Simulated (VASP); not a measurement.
FeSi: single point with PBE

FeSi:

```
Fe Si
1.0
     0.00000    2.86768    2.86768
     2.86768    0.00000    2.86768
     2.86768    2.86768    0.00000
Fe Si
2 2
Direct
  0.25000 0.25000 0.25000
  0.00000 0.00000 0.00000
  0.75000 0.75000 0.75000
  0.50000 0.50000 0.50000
```

The cell was built from a structure type or drawn by symmetry, and may not be a known phase.

```json
{
 "Program": "VASP 6.6.1",
 "Task": "single point",
 "Functional": "PBE",
 "Potentials or basis": "VASP PAW PBE potentials, release 64 (Fe, Si)",
 "Cutoff": "520 eV",
 "k mesh": "14 × 14 × 14",
 "Occupations": "gaussian, width 0.1 eV",
 "Spin": "collinear spin, ferromagnetic start",
 "Starting moments": "[2.03, 2.03, 0.0, 0.0] μB"
}
```

```
Pressure                                              : -0.1 GPa
Net moment                                            : 3.54 μB per cell
Site moments                                          : Fe +1.85; Si -0.01 μB
Valence electrons inside the program's atomic spheres : Fe 7.35; Si 1.59
```

Levels at points of the mesh, in eV from the Fermi level:
Spin up:
```tsv
k point	band 11	band 12	band 13	band 14	band 15	band 16	band 17	band 18
(0.00, 0.00, 0.00)	-1.39	-0.25	0.18	0.18	0.18	2.75	2.75	2.75
(0.50, 0.00, 0.00)	-1.65	-1.65	-0.27	0.69	0.69	0.69	0.69	5.45
(0.50, 0.50, 0.00)	-1.62	-1.62	-1.52	-1.52	0.81	0.81	7.33	7.33
```
Spin down:
```
           k point  band 7  band 8  band 9  band 10  band 11  band 12  band 13  band 14
(0.00, 0.00, 0.00)   -3.08   -2.51   -2.51    -0.31     0.95     0.95     0.95     1.04
(0.50, 0.00, 0.00)   -2.19   -1.98   -1.18    -1.18     0.14     0.14     0.96     1.87
(0.50, 0.50, 0.00)   -1.70   -1.70   -0.57    -0.57    -0.14    -0.14     0.59     0.59
```

Wall time 110 s on 1 thread of AMD EPYC 9R45 96-Core Processor (Zen 5), on a shared host, peak memory 0.28 GiB.
